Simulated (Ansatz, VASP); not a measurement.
## Two plane-wave programs on BiSb4O

```
Sb Bi O
1.0
     4.60090    0.00000    0.00000
     0.00000    4.60090    0.00000
     0.00000    0.00000    7.74551
Sb Bi O
4 1 1
Direct
  0.50000 0.00000 0.81170
  0.00000 0.50000 0.18830
  0.50000 0.00000 0.18830
  0.00000 0.50000 0.81170
  0.50000 0.50000 0.50000
  0.00000 0.00000 0.00000
```

Change from the starting cell: species swapped into the TlBiF4 type (P4/mmm, No. 123).

Alike in both runs: functional PBE; k mesh 4 × 4 × 2; occupations gaussian, width 0.1 eV; no spin polarisation.

Ansatz relaxed the structure, and its values are those at the end. VASP's run is a single point on that final structure, the one shown.

|  | VASP | Ansatz |
| --- | --- | --- |
| version | VASP 6.6.1 | Ansatz 0.2.0 |
| potentials or method | VASP PAW PBE potentials, release 64 (Sb, Bi_d, O), cutoff 520 eV | scalar-relativistic, plane waves, PAW |
| valence electrons in the cell | 41 | 81 |

Ansatz gave:

| Quantity | Value |
| --- | --- |
| gap on the k mesh at the Fermi level (eV) | none |
| pressure (GPa) | 0.1 |
| rms of the force components (eV/Å) | 0.010 |

Question: Which values does VASP return?

Answer: gap on the k mesh at the Fermi level (eV): none; pressure (GPa): -0.1; rms of the force components (eV/Å): 0.004.

A gap of «none» marks a metal or a gap that the smearing closes. With one functional, cell and mesh, what is left measures potentials, basis and numerics. VASP's potentials hold 41 valence electrons a cell and Ansatz's 81, so a difference there can come from the potentials and not from the codes.

The k mesh is coarse, so the values compare programs but aren't converged. Spin-orbit coupling is off throughout.
